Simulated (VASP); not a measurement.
A run of VASP 6.6.1 is set up as follows.

INCAR

```
  ALGO = Normal
  EDIFF = 1E-6
  ENCUT = 520
  GGA = PE
  ISIF = 2
  ISMEAR = 0
  LASPH = True
  LCHARG = False
  LREAL = Auto
  LWAVE = False
  NBANDS = 46
  NELECT = 64.0
  NELM = 100
  PREC = Accurate
  SIGMA = 0.05
```

Contents of KPOINTS:

```
k-points
0
Gamma
  3 3 3
```

Contents of POSCAR:

```
HC16
1.0
    0.0000000000      3.5700000000      3.5700000000
    3.5700000000      0.0000000000      3.5700000000
    3.5700000000      3.5700000000      0.0000000000
C H
16 1
Direct
   -0.0103046218      0.0268724090     -0.0017219888
    0.1250757703      0.1339273109      0.1349651261
   -0.0005211485     -0.0005536415      0.5093245098
    0.1264379552      0.1233205882      0.6324645658
    0.0002345938      0.5035858543      0.0043491597
    0.1329338936      0.5913403361      0.1472218487
    0.0003054622      0.4949785714      0.5130037815
    0.1281292717      0.6247687675      0.6309539216
    0.5030694678     -0.0025280112      0.0089806723
    0.6263792717      0.1146092437      0.1411927171
    0.5020183473     -0.0065712885      0.5146301120
    0.6263194678      0.1221693277      0.6354326331
    0.5121012605      0.4842200280      0.0105505602
    0.6276109244      0.6207182073      0.1365652661
    0.5019481793      0.4961215686      0.5100955182
    0.6263452381      0.6187651261      0.6362049020
    0.2139295518      0.8090914566      0.0723987395
```

Potentials or basis: VASP PAW PBE potentials, release 64 (C, H).

The run is started by

```bash
$ cat potpaw_PBE.64/C/POTCAR potpaw_PBE.64/H/POTCAR > POTCAR
$ mpirun -np 1 vasp_std > vasp.out
```

Question: What does it give for the largest force?

Answer: 0.032 eV/Å.

Forces in eV/Å, atoms in the order of the input:
```
C    0.011 -0.022 -0.009
C   -0.007  0.014  0.002
C    0.004 -0.001 -0.005
C   -0.016  0.001  0.004
C   -0.004 -0.005 -0.007
C   -0.011 -0.008 -0.021
C    0.014  0.003 -0.005
C    0.005 -0.003  0.013
C   -0.002  0.002 -0.004
C    0.000 -0.005 -0.013
C   -0.002 -0.003  0.003
C   -0.001  0.001 -0.002
C    0.008  0.004  0.015
C    0.004 -0.003  0.006
C    0.000  0.004 -0.002
C   -0.002 -0.003  0.004
H    0.000  0.024  0.021
```

Caveat: the k points lie up to 0.51 Å⁻¹ apart; the cell carries a net charge on a neutralising background, which shifts energy and pressure.
